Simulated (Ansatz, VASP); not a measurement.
# Two plane-wave programs on Fe

```
CELL_PARAMETERS angstrom
2.46059 0.00000 0.00000
-1.23029 2.13093 0.00000
0.00000 0.00000 3.88971
ATOMIC_POSITIONS crystal
Fe 0.33333 0.66667 0.75000
Fe 0.66667 0.33333 0.25000
```

Alike in both runs: functional PBE; k mesh 27 × 27 × 14; occupations gaussian, width 0.1 eV; no spin polarisation.

Ansatz relaxed the structure, and its values are those at the end. VASP's run is a single point on that final structure, the one shown.

|  | VASP | Ansatz |
| --- | --- | --- |
| version | VASP 6.6.1 | Ansatz 0.2.0 |
| potentials or method | VASP PAW PBE potentials, release 64 (Fe), cutoff 520 eV | scalar-relativistic, plane waves, PAW |
| valence electrons in the cell | 16 | 32 |

VASP gave:

- gap on the k mesh at the Fermi level (eV): none
- pressure (GPa): -0.7

**Question.** Estimate Ansatz's values.

**Answer.** gap on the k mesh at the Fermi level (eV): none; pressure (GPa): 0.0.

A gap of «none» marks a metal or a gap that the smearing closes. VASP's potentials hold 16 valence electrons a cell and Ansatz's 32, so a difference there can come from the potentials and not from the codes.
